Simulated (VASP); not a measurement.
# Si (P1) in VASP: single point with PBE

Aim: the single point of Si with PBE.

All numbers are computed with VASP 6.6.1; they aren't measurements. Logs are shortened: lines on timing, memory, paths and dates and some standing lists are left out, and cuts for length are marked.

## 1. The cell of the first run

The typed cell holds 16 atoms: a = 10.862 Å, b = 5.431 Å, c = 5.431 Å, α = 90.00°, β = 90.00°, γ = 90.00°.

## 2. Single point, PBE

INCAR reads:

```
SYSTEM = Si
PREC = Accurate
ENCUT = 520
EDIFF = 1E-6
ISMEAR = 0
SIGMA = 0.01
LREAL = Auto
LASPH = .TRUE.
NELM = 80
ALGO = Normal
ISIF = 2
LWAVE = .FALSE.
LCHARG = .FALSE.
GGA = PE
NBANDS = 46
ISYM = 0
```

KPOINTS reads:

```
Automatic mesh
0
Gamma
  1 1 1
  0.5 0.5 0.5
```

POSCAR reads:

```
Si
1.0
   10.8620000000      0.0000000000      0.0000000000
    0.0000000000      5.4310000000      0.0000000000
    0.0000000000      0.0000000000      5.4310000000
Si
16
Direct
   -0.0027600000     -0.0007900000      0.0039200000
   -0.0011900000      0.5023300000      0.4960100000
    0.1253600000      0.2554600000      0.2491400000
    0.1269300000      0.7475400000      0.7522700000
    0.2479700000      0.0006700000      0.5054000000
    0.2495400000      0.5038000000     -0.0025100000
    0.3761000000      0.2458900000      0.7506100000
    0.3776700000      0.7490200000      0.2537400000
    0.4987100000      0.0021500000     -0.0041600000
    0.5002700000      0.5052800000      0.4989600000
    0.6268400000      0.2473600000      0.2520900000
    0.6228800000      0.7504900000      0.7552200000
    0.7494500000      0.0036200000      0.4973000000
    0.7510100000      0.4957100000      0.0004300000
    0.8775800000      0.2488400000      0.7535600000
    0.8736200000      0.7519700000      0.2456500000
```

Potentials or basis: VASP PAW PBE potentials, release 64 (Si).

Command:

```sh
$ cat potpaw_PBE.64/Si/POTCAR > POTCAR
$ mpirun -np 1 vasp_std > vasp.out
```

OUTCAR:

```text
SYSTEM = Si
   PREC = Accurate
   ENCUT = 520
   EDIFF = 1E-6
   ISMEAR = 0
   LREAL = Auto
   LASPH = .TRUE.
   NELM = 80
   ISIF = 2
   GGA = PE
   ISYM = 0

 ion  position               nearest neighbor table
   1  0.997  0.999  0.004-  16 2.31  15 2.32   3 2.38   4 2.39
   2  0.999  0.502  0.496-   3 2.34  16 2.35  15 2.36   4 2.38
   3  0.125  0.255  0.249-   2 2.34   6 2.35   5 2.37   1 2.38
   4  0.127  0.748  0.752-   6 2.30   5 2.33   2 2.38   1 2.39
   5  0.248  0.001  0.505-   4 2.33   7 2.34   3 2.37   8 2.39
   6  0.250  0.504  0.997-   4 2.30   3 2.35   8 2.38   7 2.38
   7  0.376  0.246  0.751-   9 2.30   5 2.34   6 2.38  10 2.38
   8  0.378  0.749  0.254-  10 2.30   9 2.36   6 2.38   5 2.39
   9  0.499  0.002  0.996-   7 2.30  12 2.32   8 2.36  11 2.38
  10  0.500  0.505  0.499-   8 2.30  12 2.34  11 2.38   7 2.38
  11  0.627  0.247  0.252-  13 2.30  14 2.35   9 2.38  10 2.38
  12  0.623  0.750  0.755-   9 2.32  10 2.34  14 2.37  13 2.40
  13  0.749  0.004  0.497-  11 2.30  16 2.36  15 2.38  12 2.40
  14  0.751  0.496  0.000-  16 2.34  15 2.34  11 2.35  12 2.37
  15  0.878  0.249  0.754-   1 2.32  14 2.34   2 2.36  13 2.38
  16  0.874  0.752  0.246-   1 2.31  14 2.34   2 2.35  13 2.36

IMPORTANT INFORMATION: All symmetrisations will be switched off!
NOSYMM: (Re-)initialisation of all symmetry stuff for point group C_1.

----------------------------------------------------------------------------------------

                                     Primitive cell

  volume of cell :     320.3830

  direct lattice vectors                    reciprocal lattice vectors
    10.862000000  0.000000000  0.000000000     0.092064077  0.000000000  0.000000000
     0.000000000  5.431000000  0.000000000     0.000000000  0.184128153  0.000000000
     0.000000000  0.000000000  5.431000000     0.000000000  0.000000000  0.184128153

  length of vectors
    10.862000000  5.431000000  5.431000000     0.092064077  0.184128153  0.184128153

  position of ions in fractional coordinates (direct lattice)
     0.997240000  0.999210000  0.003920000
     0.998810000  0.502330000  0.496010000
     0.125360000  0.255460000  0.249140000
     0.126930000  0.747540000  0.752270000
     0.247970000  0.000670000  0.505400000
     0.249540000  0.503800000  0.997490000
     0.376100000  0.245890000  0.750610000
     0.377670000  0.749020000  0.253740000
     0.498710000  0.002150000  0.995840000
     0.500270000  0.505280000  0.498960000
     0.626840000  0.247360000  0.252090000
     0.622880000  0.750490000  0.755220000
     0.749450000  0.003620000  0.497300000
     0.751010000  0.495710000  0.000430000
     0.877580000  0.248840000  0.753560000
     0.873620000  0.751970000  0.245650000

  ion indices of the primitive-cell ions
   primitive index   ion index
                 1           1
                 2           2
                 3           3
                 4           4
                 5           5
                 6           6
                 7           7
                 8           8
                 9           9
                10          10
                11          11
                12          12
                13          13
                14          14
                15          15
                16          16

----------------------------------------------------------------------------------------

 KPOINTS: Automatic mesh

Automatic generation of k-mesh.
 Grid dimensions read from file:
 generate k-points for:    1    1    1

 Generating k-lattice:

  Cartesian coordinates                     Fractional coordinates (reciprocal lattice)
     0.092064077  0.000000000  0.000000000     1.000000000  0.000000000  0.000000000
     0.000000000  0.184128153  0.000000000     0.000000000  1.000000000  0.000000000
     0.000000000  0.000000000  0.184128153     0.000000000  0.000000000  1.000000000

  Length of vectors
     0.092064077  0.184128153  0.184128153

  Shift w.r.t. Gamma in fractional coordinates (k-lattice)
     0.500000000  0.500000000  0.500000000

 Subroutine IBZKPT returns following result:
 ===========================================

 Found      1 irreducible k-points:

 Following reciprocal coordinates:
            Coordinates               Weight
  0.500000  0.500000  0.500000      1.000000
   k-points           NKPTS =      1   k-points in BZ     NKDIM =      1   number of bands    NBANDS=     46
   number of dos      NEDOS =    301   number of ions     NIONS =     16
   total plane-waves  NPLWV = 134400
   dimension x,y,z NGX =    84 NGY =   40 NGZ =   40
   dimension x,y,z NGXF=   168 NGYF=   80 NGZF=   80
   ions per type =              16
   NGX,Y,Z   is equivalent  to a cutoff of  12.86, 12.24, 12.24 a.u.
   NGXF,Y,Z  is equivalent  to a cutoff of  25.71, 24.49, 24.49 a.u.
 SYSTEM =  Si
   PREC   = accura    normal or accurate (medium, high low for compatibility)
   ISTART =      0    job   : 0-new  1-cont  2-samecut
   ICHARG =      2    charge: 1-file 2-atom 10-const
   ISPIN  =      1    spin polarized calculation?
   LNONCOLLINEAR =      F non collinear calculations
   LSORBIT =      F    spin-orbit coupling
   LASPH  =      T    aspherical Exc in radial PAW
   ENCUT  =  520.0 eV  38.22 Ry    6.18 a.u.  20.20 10.10 10.10*2*pi/ulx,y,z
   NELM   =     80;   NELMIN=  2; NELMDL= -5     # of ELM steps
   EDIFF  = 0.1E-05   stopping-criterion for ELM
   LREAL  =      T    real-space projection
   EDIFFG = 0.1E-04   stopping-criterion for IOM
   NSW    =      0    number of steps for IOM
   IBRION =     -1    ionic relax: 0-MD 1-quasi-New 2-CG
   NFREE  =      0    steps in history (QN), initial steepest desc. (CG)
   ISIF   =      2    stress and relaxation
   ISYM   =      0    0-nonsym 1-usesym 2-fastsym
   POTIM  = 0.5000    time-step for ionic-motion
   TEBEG  =    0.0;   TEEND  =   0.0 temperature during run
   PSTRESS=    0.0 pullay stress
   NELECT =      64.0000    total number of electrons
   NUPDOWN=      -1.0000    fix difference up-down
   EMIN   =  10.00;   EMAX   =-10.00  energy-range for DOS
   EFERMI =   0.00;   METHOD = LEGACY
   ISMEAR =     0;   SIGMA  =   0.01  broadening in eV -4-tet -1-fermi 0-gaus
   EFERMI_NEDOS =   21; number of points for ismear=-14 and -15
   IALGO  =     38    algorithm
   IMIX   =      4    mixing-type and parameters
     AMIX     =   0.40;   BMIX     =  1.00
     AMIX_MAG =   1.60;   BMIX_MAG =  1.00
  volume/ion in A,a.u.               =      20.02       135.13
  Fermi-wavevector in a.u.,A,eV,Ry     =   0.956999  1.808467 12.460868  0.915848
  Thomas-Fermi vector in A             =   2.085978
   LORBIT       =      0    0 simple, 1 ext, 2 COOP (PROOUT), +10 PAW based schemes
   GGA     = PE    functional components
   LHFCALC =     F    Hartree Fock is set to
   AEXX    =    0.0000 exact exchange contribution
   IVDW    =     0    specifies the selected vdW correction
   LEPSILON=     F    determine dielectric tensor
   LRPA    =     F    only Hartree local field effects (RPA)
 non-spin polarized calculation
 Gauss-broadening in eV      SIGMA  =   0.01
  energy-cutoff  :      520.00
  volume of cell :      320.38
 maximum number of plane-waves:      8640
 NGX is ok and might be reduce to    80
   NGX = 41   NGY = 21   NGZ = 21

 number of electron      64.0000000 magnetization

 Free energy of the ion-electron system (eV)
  ---------------------------------------------------
  ext. energy  EPLUGINS =         0.00000000
  ---------------------------------------------------
  free energy    TOTEN  =       -80.76768881 eV

  energy without entropy =      -80.76768881  energy(sigma->0) =      -80.76768881

 E-fermi :   4.8275     XC(G=0):  -9.3727

 val. band max:        4.7591243846   @ k =   0.5000   0.5000   0.5000
 cond. band min:       8.1680449513   @ k =   0.5000   0.5000   0.5000
 fundamental gap:      3.4089205667
 Fermi energy:         4.8275301766

 k-point     1 :       0.5000    0.5000    0.5000
  band No.  band energies     occupation
      1      -3.9693      2.00000
      2      -3.9555      2.00000
      3      -3.9157      2.00000
      4      -3.9046      2.00000
      5      -3.8992      2.00000
      6      -3.8728      2.00000
      7      -3.8346      2.00000
      8      -3.8122      2.00000
      9      -0.6193      2.00000
     10      -0.5630      2.00000
     11      -0.5179      2.00000
     12      -0.4975      2.00000
     13      -0.4589      2.00000
     14      -0.4368      2.00000
     15      -0.4203      2.00000
     16      -0.3840      2.00000
     17       3.3423      2.00000
     18       3.3795      2.00000
     19       3.3890      2.00000
     20       3.4176      2.00000
     21       3.4383      2.00000
     22       3.4506      2.00000
     23       3.4794      2.00000
     24       3.5056      2.00000
     25       4.5304      2.00000
     26       4.5530      2.00000
     27       4.5795      2.00000
     28       4.6211      2.00000
     29       4.6392      2.00000
     30       4.6885      2.00000
     31       4.7456      2.00000
     32       4.7591      2.00000
     33       8.1680      0.00000
     34       8.1795      0.00000
     35       8.1943      0.00000
     36       8.2263      0.00000
     37       8.2315      0.00000
     38       8.2392      0.00000
     39       8.2875      0.00000
     40       8.2987      0.00000
     41       9.3951      0.00000
     42       9.4213      0.00000
     43       9.4495      0.00000
     44       9.4558      0.00000
 [bands above 44 left out]

------------------------ aborting loop because EDIFF is reached ----------------------------------------

  FORCE on cell =-STRESS in cart. coord.  units (eV):
  Direction    XX          YY          ZZ          XY          YZ          ZX
  --------------------------------------------------------------------------------------
  -------------------------------------------------------------------------------------
  Total        9.6573593      9.0651180      9.0186797     -1.2160203     -1.2748130      1.1151752
  in kB       48.2947104     45.3330190     45.1007893     -6.0810980     -6.3751099      5.5767897
  external PRESSURE =      46.2428396 kB  Pullay stress =       0.0000000 kB

 VOLUME and BASIS-vectors are now :
 -----------------------------------------------------------------------------
  energy-cutoff  :      520.00
  volume of cell :      320.38
      direct lattice vectors                 reciprocal lattice vectors
    10.862000000  0.000000000  0.000000000     0.092064077  0.000000000  0.000000000
     0.000000000  5.431000000  0.000000000     0.000000000  0.184128153  0.000000000
     0.000000000  0.000000000  5.431000000     0.000000000  0.000000000  0.184128153

 POSITION                                       TOTAL-FORCE (eV/Angst)
 -----------------------------------------------------------------------------------
     10.83202      5.42671      0.02129         0.684654      0.039658     -0.198032
     10.84907      2.72815      2.69383         0.157655      0.039017      0.335095
      1.36166      1.38740      1.35308        -0.101945     -0.340408      0.031110
      1.37871      4.05989      4.08558        -0.635581      0.287690     -0.171477
      2.69345      0.00364      2.74483         0.259976     -0.007435     -0.469772
      2.71050      2.73614      5.41737         0.486785     -0.371165      0.299041
      4.08520      1.33543      4.07656        -0.289266      0.682749     -0.253435
      4.10225      4.06793      1.37806        -0.560192      0.461865     -0.355493
      5.41699      0.01168      5.40841         0.214353     -0.171551      0.718508
      5.43393      2.74418      2.70985         0.195328     -0.648628      0.302067
      6.80874      1.34341      1.36910        -0.394387      0.363406     -0.261260
      6.76572      4.07591      4.10160         0.424790     -0.007832     -0.388447
      8.14053      0.01966      2.70084         0.141533     -0.455577      0.585936
      8.15747      2.69220      0.00234        -0.172398      0.180721     -0.047833
      9.53227      1.35145      4.09258        -0.245639      0.105272     -0.501551
      9.48926      4.08395      1.33413        -0.165667     -0.157782      0.375543
 -----------------------------------------------------------------------------------
    total drift:                                0.012804     -0.003970     -0.006218

  FREE ENERGIE OF THE ION-ELECTRON SYSTEM (eV)
  ---------------------------------------------------
  free  energy   TOTEN  =       -80.7676888075 eV

  energy  without entropy=      -80.7676888075  energy(sigma->0) =      -80.76768881
```

Wall time 17 s (1 thread of Intel Xeon Platinum 8559C (Emerald Rapids), shared host); peak memory 0.31 GiB.

Results:

| Property | Result |
| --- | --- |
| Free energy | -80.7677 eV |
| Pressure | 4.6 GPa |
| Largest force | 0.808 eV/Å |
| Band gap on the k mesh | 3.41 eV |

Forces on the atoms (eV/Å):
```
Si   0.685  0.040 -0.198
Si   0.158  0.039  0.335
Si  -0.102 -0.340  0.031
Si  -0.636  0.288 -0.171
Si   0.260 -0.007 -0.470
Si   0.487 -0.371  0.299
Si  -0.289  0.683 -0.253
Si  -0.560  0.462 -0.355
Si   0.214 -0.172  0.719
Si   0.195 -0.649  0.302
Si  -0.394  0.363 -0.261
Si   0.425 -0.008 -0.388
Si   0.142 -0.456  0.586
Si  -0.172  0.181 -0.048
Si  -0.246  0.105 -0.502
Si  -0.166 -0.158  0.376
```

Stress tensor (GPa, compression positive):
```
 4.83 -0.61  0.56
-0.61  4.53 -0.64
 0.56 -0.64  4.51
```

Caveat: the k points lie up to 1.16 Å⁻¹ apart. A k mesh can miss the band edges.
